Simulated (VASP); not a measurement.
Here is a VASP 6.6.1 calculation.

File INCAR:

```
ALGO = Normal ; EDIFF = 1E-6
ENCUT = 520 ; GGA = PE
ISIF = 2 ; ISMEAR = 0
IVDW = 12 ; LASPH = T
LCHARG = F ; LREAL = F
LWAVE = F ; NBANDS = 30
NELM = 60 ; PREC = Accurate
SIGMA = 0.02
```

Contents of KPOINTS:

```
k-points
0
Gamma
  9 9 9
```

File POSCAR:

```
B
1.0
    2.4304760369      1.4032359941      4.1542485015
   -2.4304760369      1.4032359941      4.1542485015
    0.0000000000     -2.8064719883      4.1542485015
B
12
Direct
    0.0106039401      0.6535702690      0.0106039401
    0.0106039401      0.0106039401      0.6535702690
    0.6535702690      0.0106039401      0.0106039401
    0.9893960599      0.3464297310      0.9893960599
    0.3464297310      0.9893960599      0.9893960599
    0.9893960599      0.9893960599      0.3464297310
    0.2218996995      0.6294207358      0.2218996995
    0.2218996995      0.2218996995      0.6294207358
    0.6294207358      0.2218996995      0.2218996995
    0.7781003005      0.3705792642      0.7781003005
    0.3705792642      0.7781003005      0.7781003005
    0.7781003005      0.7781003005      0.3705792642
```

Potentials or basis: VASP PAW PBE potentials, release 64 (B).

The run is started by

```console
$ cat potpaw_PBE.64/B/POTCAR > POTCAR
$ mpirun -np 1 vasp_std > vasp.out
```

Problem. Estimate the pressure.

Solution. 0.1 GPa.

Problem. Predict the dispersion energy per atom.

Solution. -0.210 eV.

Problem. Predict the band gap on the k mesh.

Solution. 1.38 eV (least direct gap 1.71 eV).

Problem. What does it give for the largest force?

Solution. 0.014 eV/Å.

Forces in eV/Å, atoms in the order of the input:
```
B    0.009 -0.005 -0.007
B    0.000  0.011 -0.007
B   -0.009 -0.005 -0.007
B   -0.009  0.005  0.007
B    0.009  0.005  0.007
B    0.000 -0.011  0.007
B    0.012 -0.007  0.003
B    0.000  0.014  0.003
B   -0.012 -0.007  0.003
B   -0.012  0.007 -0.003
B    0.012  0.007 -0.003
B    0.000 -0.014 -0.003
```

Caveat: an odd mesh through Γ misses points on the zone boundary, where band edges can lie.
